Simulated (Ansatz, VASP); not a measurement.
**Rb in VASP and in Ansatz**

```
Rb
1.0
     2.49075    1.43804   12.08988
    -2.49075    1.43804   12.08988
     0.00000   -2.87607   12.08988
Rb
3
Direct
  0.00000 0.00000 0.00000
  0.77781 0.77781 0.77781
  0.22219 0.22219 0.22219
```

Alike in both runs: functional PBEsol; k mesh 12 × 12 × 12; occupations gaussian, width 0.1 eV; no spin polarisation.

Ansatz relaxed the structure, and its values are those at the end. VASP's run is a single point on that final structure, the one shown.

|  | VASP | Ansatz |
| --- | --- | --- |
| version | VASP 6.6.1 | Ansatz 0.2.0 |
| potentials or method | VASP PAW PBE potentials, release 64 (Rb_sv), cutoff 520 eV | scalar-relativistic, plane waves, PAW |
| valence electrons in the cell | 27 | 27 |

```tsv
	VASP	Ansatz	Ansatz less VASP
gap on the k mesh at the Fermi level (eV)	none	none	-
pressure (GPa)	0.0	0.0	0.00
```

VASP's potentials were made for PBE, not for PBEsol. A gap of «none» marks a metal or a gap that the smearing closes. With one functional, cell and mesh, what is left measures potentials, basis and numerics.
